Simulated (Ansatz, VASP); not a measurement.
## One calculation of Al, two programs

```xyz
6
Lattice="2.0240 -2.0240 0.0000 2.0240 0.0000 -2.0240 8.9619 8.9619 8.9619" Properties=species:S:1:pos:R:3 pbc="T T T"
Al    3.3732   -0.6748   -0.6748
Al    7.4211    7.4211    7.4211
Al    3.3732    1.3492    1.3492
Al    7.4211    3.3732    3.3732
Al    3.3732    3.3732    3.3732
Al    7.4211    5.3971    5.3971
```

Alike in both runs: task single point; functional LDA; k mesh 19 × 19 × 4; occupations gaussian, width 0.15 eV; no spin polarisation.

|  | VASP | Ansatz |
| --- | --- | --- |
| version | VASP 6.6.1 | Ansatz 0.2.0 |
| potentials or method | VASP PAW LDA potentials, release 64 (Al), cutoff 520 eV | scalar-relativistic, plane waves, PAW |
| valence electrons in the cell | 18 | 18 |

VASP gave:

```
gap on the k mesh at the Fermi level (eV)                     : none
pressure (GPa)                                                : -4.5
traceless stress, the component that is largest in VASP (GPa) : 0.40
rms of the force components (eV/Å)                            : 0.060
```

**Question.** Estimate Ansatz's values.

**Answer.** gap on the k mesh at the Fermi level (eV): none; pressure (GPa): -4.5; traceless stress, the component that is largest in VASP (GPa): 0.40; rms of the force components (eV/Å): 0.059.

LDA's correlation is that of Perdew and Zunger in VASP and of Perdew and Wang (1992) in Ansatz. Atom by atom the forces differ by 0.001 eV/Å (rms over components). A gap of «none» marks a metal or a gap that the smearing closes.
